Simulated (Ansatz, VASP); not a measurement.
**One calculation of Mg3TiN3, two programs**

```
Mg Ti N
1.0
     7.18965    0.00000    0.00000
    -3.59483    6.22642    0.00000
     0.00000    0.00000    4.31948
Mg Ti N
6 2 6
Direct
  0.15995 0.32075 0.75000
  0.67925 0.83920 0.75000
  0.16080 0.84005 0.75000
  0.83920 0.15995 0.25000
  0.32075 0.16080 0.25000
  0.84005 0.67925 0.25000
  0.66667 0.33333 0.75000
  0.33333 0.66667 0.25000
  0.36232 0.18163 0.75000
  0.81837 0.18069 0.75000
  0.81931 0.63768 0.75000
  0.18069 0.36232 0.25000
  0.63768 0.81837 0.25000
  0.18163 0.81931 0.25000
```

Alike in both runs: functional PBE; k mesh 2 × 2 × 3; occupations gaussian, width 0.15 eV; collinear spin.

Ansatz relaxed the structure, and its values are those at the end. VASP's run is a single point on that final structure, the one shown.

|  | VASP | Ansatz |
| --- | --- | --- |
| version | VASP 6.6.1 | Ansatz 0.2.0 |
| potentials or method | VASP PAW PBE potentials, release 64 (Mg, Ti_sv, N), cutoff 520 eV | scalar-relativistic, plane waves, PAW |
| valence electrons in the cell | 66 | 114 |

Ansatz gave:

| Item | Value |
| --- | --- |
| gap on the k mesh at the Fermi level (eV) | none |
| pressure (GPa) | 0.0 |
| rms of the force components (eV/Å) | 0.000 |
| net moment per atom (μB) | 0.05 |
| size of the moment on the site where the two differ most (μB) | 0.08 |

Task: What did VASP give for the same quantities?

Result: gap on the k mesh at the Fermi level (eV): none; pressure (GPa): -0.2; rms of the force components (eV/Å): 0.019; net moment per atom (μB): 0.05; size of the moment on the site where the two differ most (μB): 0.13.

Site moments also hang on the region over which each program counts them. A gap of «none» marks a metal or a gap that the smearing closes. With one functional, cell and mesh, what is left measures potentials, basis and numerics. VASP's potentials hold 66 valence electrons a cell and Ansatz's 114, so a difference there can come from the potentials and not from the codes.

The k mesh is coarse, so the values compare programs but aren't converged.
